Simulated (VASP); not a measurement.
Wanted: the native input for a VASP 6.6.1 run.

- Task: single point
- Functional: LDA
- Potentials or basis: VASP PAW LDA potentials, release 64 (Ga_d, N)
- Cutoff: 520 eV
- k mesh: 12 × 12 × 4
- Occupations: gaussian, width 0.05 eV
- Spin: no spin polarisation
- Dipole correction: no
- Further INCAR settings: ALGO = Normal; EDIFF = 1e-06; NBANDS = 26

The structure of GaN lies in POSCAR:

```
GaN
1.0
    3.1518084855      0.0000000000      0.0000000000
   -1.5759042428      2.7295462163      0.0000000000
    0.0000000000      0.0000000000      5.1384146361
Ga N
2 2
Direct
    0.3399307554      0.6749744496      0.9804016825
    0.6732640888      0.3416411163      0.4804016825
    0.3267359112      0.6583588837      0.3945983175
    0.6600692446      0.3250255504      0.8945983175
```

This cell differs from its parent crystal: all N atoms moved 0.2 Å in one direction.

One way to write it, as run:

INCAR

```
SYSTEM = GaN
ALGO     = Normal         ! electronic algorithm
EDIFF    = 1E-6           ! SCF threshold, eV
ENCUT    = 520            ! plane-wave cutoff, eV
ISIF     = 2              ! what is computed and relaxed
ISMEAR   = 0              ! smearing method
LASPH    = .TRUE.         ! aspherical terms in the spheres
LCHARG   = .FALSE.        ! write CHGCAR
LREAL    = .FALSE.        ! projectors in reciprocal space
LWAVE    = .FALSE.        ! write WAVECAR
NBANDS   = 26             ! bands
NELM     = 60             ! most SCF steps
PREC     = Accurate       ! precision mode
SIGMA    = 0.05           ! smearing width, eV
```

KPOINTS

```
k-points
0
G
  12 12 4
  0 0 0
```

Potentials or basis: VASP PAW LDA potentials, release 64 (Ga_d, N).

Launch:

```console
$ cat potpaw_LDA.64/Ga_d/POTCAR potpaw_LDA.64/N/POTCAR > POTCAR
$ mpirun -np 1 vasp_std > vasp.out
```

It gave:

```
Pressure               : 4.7 GPa
Largest force          : 1.722 eV/Å
Band gap on the k mesh : 1.99 eV, direct
```

Caveat: the cell differs from its parent crystal (all N atoms moved 0.2 Å in one direction); forces of over 1 eV/Å act on the atoms, so gaps and moduli don't describe the material at rest.

Wall time 2.3 min on 1 thread of Intel(R) Xeon(R) Platinum 8559C (Emerald Rapids) (shared host), peak memory 0.36 GiB.
